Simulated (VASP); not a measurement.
# Ti in VASP: further runs

Ti is run at these levels: PBE; tasks: single point.

All numbers are computed with VASP 6.6.1; they aren't measurements. Logs are shortened: lines on timing, memory, paths and dates and some standing lists are left out, and cuts for length are marked.

**1. The cell of the first run**

The cell holds a slab with vacuum, 3 atoms: a = 2.908 Å, b = 2.908 Å, c = 19.112 Å, α = 90.00°, β = 90.00°, γ = 90.00°.

**2. Single point, PBE (atoms taken out)**

INCAR reads:

```
PREC = Accurate
ENCUT = 520
EDIFF = 1E-6
ISMEAR = 0
SIGMA = 0.1
LREAL = False
LASPH = True
NELM = 80
ALGO = Normal
ISIF = 2
LWAVE = False
LCHARG = False
LDIPOL = True
IDIPOL = 3
DIPOL = 0.5 0.5 0.500
GGA = PE
NBANDS = 25
```

KPOINTS reads:

```
regular mesh
0
Gamma
  12 12 1
```

POSCAR reads:

```
Ti
1.0
    2.9076478655      0.0000000000      0.0000000000
    0.0000000000      2.9076478655      0.0000000000
    0.0000000000      0.0000000000     19.1120350459
Ti
3
Direct
    0.5000000000      0.5000000000      0.3924228886
    0.0000000000      0.0000000000      0.5000000000
    0.5000000000      0.5000000000      0.6075771114
```

Potentials or basis: VASP PAW PBE potentials, release 64 (Ti_sv).

Started as:

```bash
$ cat potpaw_PBE.64/Ti_sv/POTCAR > POTCAR
$ mpirun -np 1 vasp_std > vasp.out
```

OUTCAR:

```text
PREC = Accurate
   ENCUT = 520
   EDIFF = 1E-6
   ISMEAR = 0
   LREAL = False
   LASPH = True
   NELM = 80
   ISIF = 2
   GGA = PE

 ion  position               nearest neighbor table
   1  0.500  0.500  0.392-   2 2.91   2 2.91   2 2.91   2 2.91
   2  0.000  0.000  0.500-   1 2.91   3 2.91   1 2.91   3 2.91   1 2.91   3 2.91   1 2.91   3 2.91

   3  0.500  0.500  0.608-   2 2.91   2 2.91   2 2.91   2 2.91

  LATTYP: Found a simple tetragonal cell.
 ALAT       =     2.9076478655
 C/A-ratio  =     6.5730225701

  Lattice vectors:

 A1 = (   2.9076478655,   0.0000000000,   0.0000000000)
 A2 = (   0.0000000000,   2.9076478655,   0.0000000000)
 A3 = (   0.0000000000,   0.0000000000,  19.1120350459)

Analysis of symmetry for initial positions (statically):
=====================================================================
 Subroutine PRICEL returns:
 Original cell was already a primitive cell.

 Routine SETGRP: Setting up the symmetry group for a
 simple tetragonal supercell.

 Subroutine GETGRP returns: Found 16 space group operations
 (whereof 16 operations were pure point group operations)
 out of a pool of 16 trial point group operations.

The static configuration has the point symmetry D_4h.

Analysis of symmetry for dynamics (positions and initial velocities):
=====================================================================
 Subroutine PRICEL returns:
 Original cell was already a primitive cell.

 Routine SETGRP: Setting up the symmetry group for a
 simple tetragonal supercell.

 Subroutine GETGRP returns: Found 16 space group operations
 (whereof 16 operations were pure point group operations)
 out of a pool of 16 trial point group operations.

The dynamic configuration has the point symmetry D_4h.

 Subroutine INISYM returns: Found 16 space group operations
 (whereof 16 operations are pure point group operations),
 and found     1 'primitive' translations

----------------------------------------------------------------------------------------

                                     Primitive cell

  volume of cell :     161.5811

  direct lattice vectors                    reciprocal lattice vectors
     2.907647865  0.000000000  0.000000000     0.343920601  0.000000000  0.000000000
     0.000000000  2.907647865  0.000000000     0.000000000  0.343920601  0.000000000
     0.000000000  0.000000000 19.112035046     0.000000000  0.000000000  0.052323052

  length of vectors
     2.907647865  2.907647865 19.112035046     0.343920601  0.343920601  0.052323052

  position of ions in fractional coordinates (direct lattice)
     0.500000000  0.500000000  0.392422889
     0.000000000  0.000000000  0.500000000
     0.500000000  0.500000000  0.607577111

  ion indices of the primitive-cell ions
   primitive index   ion index
                 1           1
                 2           2
                 3           3

----------------------------------------------------------------------------------------

 KPOINTS: regular mesh

Automatic generation of k-mesh.
 Grid dimensions read from file:
 generate k-points for:   12   12    1

 Generating k-lattice:

  Cartesian coordinates                     Fractional coordinates (reciprocal lattice)
     0.028660050  0.000000000  0.000000000     0.083333333  0.000000000  0.000000000
     0.000000000  0.028660050  0.000000000     0.000000000  0.083333333  0.000000000
     0.000000000  0.000000000  0.052323052     0.000000000  0.000000000  1.000000000

  Length of vectors
     0.028660050  0.028660050  0.052323052

  Shift w.r.t. Gamma in fractional coordinates (k-lattice)
     0.000000000  0.000000000  0.000000000

 Subroutine IBZKPT returns following result:
 ===========================================

 Found     28 irreducible k-points:

 Following reciprocal coordinates:
            Coordinates               Weight
  0.000000  0.000000  0.000000      1.000000
  0.083333  0.000000  0.000000      4.000000
  0.166667  0.000000  0.000000      4.000000
  0.250000  0.000000  0.000000      4.000000
  0.333333  0.000000  0.000000      4.000000
  0.416667  0.000000  0.000000      4.000000
[... 16 lines left out ...]
  0.333333  0.333333  0.000000      4.000000
  0.416667  0.333333  0.000000      8.000000
 [... further k-points ...]
   k-points           NKPTS =     28   k-points in BZ     NKDIM =     28   number of bands    NBANDS=     25
   number of dos      NEDOS =    301   number of ions     NIONS =      3
   total plane-waves  NPLWV =  82944
   dimension x,y,z NGX =    24 NGY =   24 NGZ =  144
   dimension x,y,z NGXF=    48 NGYF=   48 NGZF=  288
   ions per type =               3
   NGX,Y,Z   is equivalent  to a cutoff of  13.72, 13.72, 12.53 a.u.
   NGXF,Y,Z  is equivalent  to a cutoff of  27.44, 27.44, 25.05 a.u.
 SYSTEM =  unknown system
   PREC   = accura    normal or accurate (medium, high low for compatibility)
   ISTART =      0    job   : 0-new  1-cont  2-samecut
   ICHARG =      2    charge: 1-file 2-atom 10-const
   ISPIN  =      1    spin polarized calculation?
   LNONCOLLINEAR =      F non collinear calculations
   LSORBIT =      F    spin-orbit coupling
   LASPH  =      T    aspherical Exc in radial PAW
   ENCUT  =  520.0 eV  38.22 Ry    6.18 a.u.   5.41  5.41 35.54*2*pi/ulx,y,z
   NELM   =     80;   NELMIN=  2; NELMDL= -5     # of ELM steps
   EDIFF  = 0.1E-05   stopping-criterion for ELM
   LREAL  =      F    real-space projection
   EDIFFG = 0.1E-04   stopping-criterion for IOM
   NSW    =      0    number of steps for IOM
   IBRION =     -1    ionic relax: 0-MD 1-quasi-New 2-CG
   NFREE  =      0    steps in history (QN), initial steepest desc. (CG)
   ISIF   =      2    stress and relaxation
   ISYM   =      2    0-nonsym 1-usesym 2-fastsym
   POTIM  = 0.5000    time-step for ionic-motion
   TEBEG  =    0.0;   TEEND  =   0.0 temperature during run
   PSTRESS=    0.0 pullay stress
   NELECT =      36.0000    total number of electrons
   NUPDOWN=      -1.0000    fix difference up-down
   EMIN   =  10.00;   EMAX   =-10.00  energy-range for DOS
   EFERMI =   0.00;   METHOD = LEGACY
   ISMEAR =     0;   SIGMA  =   0.10  broadening in eV -4-tet -1-fermi 0-gaus
   EFERMI_NEDOS =   21; number of points for ismear=-14 and -15
   IALGO  =     38    algorithm
   IMIX   =      4    mixing-type and parameters
     AMIX     =   0.40;   BMIX     =  1.00
     AMIX_MAG =   1.60;   BMIX_MAG =  1.00
  volume/ion in A,a.u.               =      53.86       363.47
  Fermi-wavevector in a.u.,A,eV,Ry     =   0.992458  1.875474 13.401370  0.984973
  Thomas-Fermi vector in A             =   2.124271
   LORBIT       =      0    0 simple, 1 ext, 2 COOP (PROOUT), +10 PAW based schemes
   GGA     = PE    functional components
   LHFCALC =     F    Hartree Fock is set to
   AEXX    =    0.0000 exact exchange contribution
   IVDW    =     0    specifies the selected vdW correction
   LEPSILON=     F    determine dielectric tensor
   LRPA    =     F    only Hartree local field effects (RPA)
 non-spin polarized calculation
 Gauss-broadening in eV      SIGMA  =   0.10
  energy-cutoff  :      520.00
  volume of cell :      161.58
 maximum number of plane-waves:      4395
 NGX is ok and might be reduce to    24
   NGX = 11   NGY = 11   NGZ = 71

 dipolmoment           0.000000      0.000000     -0.000000 electrons x Angstroem

 number of electron      36.0000009 magnetization

 dipolmoment           0.000000      0.000000      0.000000 electrons x Angstroem

 Free energy of the ion-electron system (eV)
  ---------------------------------------------------
  ext. energy  EPLUGINS =         0.00000000
  ---------------------------------------------------
  free energy    TOTEN  =       -21.53639005 eV

  energy without entropy =      -21.50052839  energy(sigma->0) =      -21.51845922

 E-fermi :   0.1100     XC(G=0):  -4.8778

 val. band max:        0.0823935435   @ k =   0.5000   0.4167   0.0000
 cond. band min:       0.1188157438   @ k =   0.5000   0.0000   0.0000
 fundamental gap:      0.0364222004
 Fermi energy:         0.1100200108

 k-point     1 :       0.0000    0.0000    0.0000
  band No.  band energies     occupation
      1     -56.8073      2.00000
      2     -56.7958      2.00000
      3     -56.5283      2.00000
      4     -33.2305      2.00000
      5     -33.1461      2.00000
      6     -32.8363      2.00000
[... 17 lines left out ...]
     24       2.0535      0.00000
     25       2.1036      0.00000

 k-point     2 :       0.0833    0.0000    0.0000
  band No.  band energies     occupation
      1     -56.8039      2.00000
      2     -56.7931      2.00000
      3     -56.5263      2.00000
      4     -33.2238      2.00000
      5     -33.1483      2.00000
      6     -32.8576      2.00000
[... 17 lines left out ...]
     24       1.8391      0.00000
     25       1.9930      0.00000

 k-point     3 :       0.1667    0.0000    0.0000
  band No.  band energies     occupation
      1     -56.7946      2.00000
      2     -56.7857      2.00000
      3     -56.5209      2.00000
      4     -33.2056      2.00000
      5     -33.1568      2.00000
      6     -32.9200      2.00000
[... 17 lines left out ...]
     24       1.7149      0.00000
     25       1.8243      0.00000

 k-point     4 :       0.2500    0.0000    0.0000
  band No.  band energies     occupation
      1     -56.7817      2.00000
      2     -56.7757      2.00000
      3     -56.5136      2.00000
      4     -33.1816      2.00000
      5     -33.1751      2.00000
      6     -33.0168      2.00000
[... 17 lines left out ...]
     24       1.5940      0.00000
     25       1.8006      0.00000
[... 477 lines left out ...]
 k-point    22 :       0.5000    0.2500    0.0000
  band No.  band energies     occupation
      1     -56.7363      2.00000
      2     -56.7361      2.00000
      3     -56.4796      2.00000
      4     -33.1801      2.00000
      5     -33.1692      2.00000
      6     -33.1566      2.00000
[... 17 lines left out ...]
     24       1.7167      0.00000
     25       2.3855      0.00000

 k-point    23 :       0.3333    0.3333    0.0000
  band No.  band energies     occupation
      1     -56.7372      2.00000
      2     -56.7362      2.00000
      3     -56.4789      2.00000
      4     -33.1478      2.00000
      5     -33.1008      2.00000
      6     -33.0950      2.00000
[... 17 lines left out ...]
     24       1.8848      0.00000
     25       2.2327      0.00000

 k-point    24 :       0.4167    0.3333    0.0000
  band No.  band energies     occupation
      1     -56.7294      2.00000
      2     -56.7290      2.00000
      3     -56.4721      2.00000
      4     -33.1537      2.00000
      5     -33.1412      2.00000
      6     -33.1209      2.00000
[... 17 lines left out ...]
     24       2.2832      0.00000
     25       2.4671      0.00000

 [... further k-points ...]

------------------------ aborting loop because EDIFF is reached ----------------------------------------

 vacuum level on the upper side and lower side of the slab       (xc-potential included)        -0.210        -0.210

  FORCE on cell =-STRESS in cart. coord.  units (eV):
  Direction    XX          YY          ZZ          XY          YZ          ZX
  --------------------------------------------------------------------------------------
  -------------------------------------------------------------------------------------
  Total       -3.0413502     -3.0413502     -2.5956347      0.0000000      0.0000000      0.0000000
  in kB      -30.1568836    -30.1568836    -25.7373364      0.0000000      0.0000000      0.0000000
  external PRESSURE =     -28.6837012 kB  Pullay stress =       0.0000000 kB

 VOLUME and BASIS-vectors are now :
 -----------------------------------------------------------------------------
  energy-cutoff  :      520.00
  volume of cell :      161.58
      direct lattice vectors                 reciprocal lattice vectors
     2.907647865  0.000000000  0.000000000     0.343920601  0.000000000  0.000000000
     0.000000000  2.907647865  0.000000000     0.000000000  0.343920601  0.000000000
     0.000000000  0.000000000 19.112035046     0.000000000  0.000000000  0.052323052

 POSITION                                       TOTAL-FORCE (eV/Angst)
 -----------------------------------------------------------------------------------
      1.45382      1.45382      7.50000         0.000000      0.000000      0.627649
      0.00000      0.00000      9.55602         0.000000     -0.000000      0.000000
      1.45382      1.45382     11.61204        -0.000000      0.000000     -0.627649
 -----------------------------------------------------------------------------------
    total drift:                                0.000000      0.000000      0.000000

  FREE ENERGIE OF THE ION-ELECTRON SYSTEM (eV)
  ---------------------------------------------------
  free  energy   TOTEN  =       -21.5363900540 eV

  energy  without entropy=      -21.5005283881  energy(sigma->0) =      -21.51845922

 vacuum level on the upper side and lower side of the slab         3.948         3.948
```

Run time: 5.8 min. Hardware: 1 thread of Intel Xeon 8259CL, shared host; peak memory 0.3 GiB.

Results:

| Item | Value |
| --- | --- |
| Free energy | -21.5364 eV |
| Largest force | 0.628 eV/Å |
| Band gap on the k mesh | zero (bands 18 and 19 overlap by 0.37 eV) |

Forces on the atoms (eV/Å):
```
Ti   0.000  0.000  0.628
Ti   0.000  0.000  0.000
Ti   0.000  0.000 -0.628
```

Levels at points of the mesh, in eV from the Fermi level:
```tsv
k point	band 15	band 16	band 17	band 18	band 19	band 20	band 21	band 22
(0.00, 0.00, 0.00)	-2.56	-1.39	-0.62	-0.06	0.09	0.39	1.16	1.16
(0.50, 0.00, 0.00)	-1.50	-0.42	0.01	0.04	0.48	0.53	0.81	1.04
(0.50, 0.50, 0.00)	-1.39	-1.26	-1.26	-0.10	-0.10	1.82	2.02	2.02
```

Caveat: the cell differs from its parent crystal (atoms taken out).

[end of part 1 of 2]
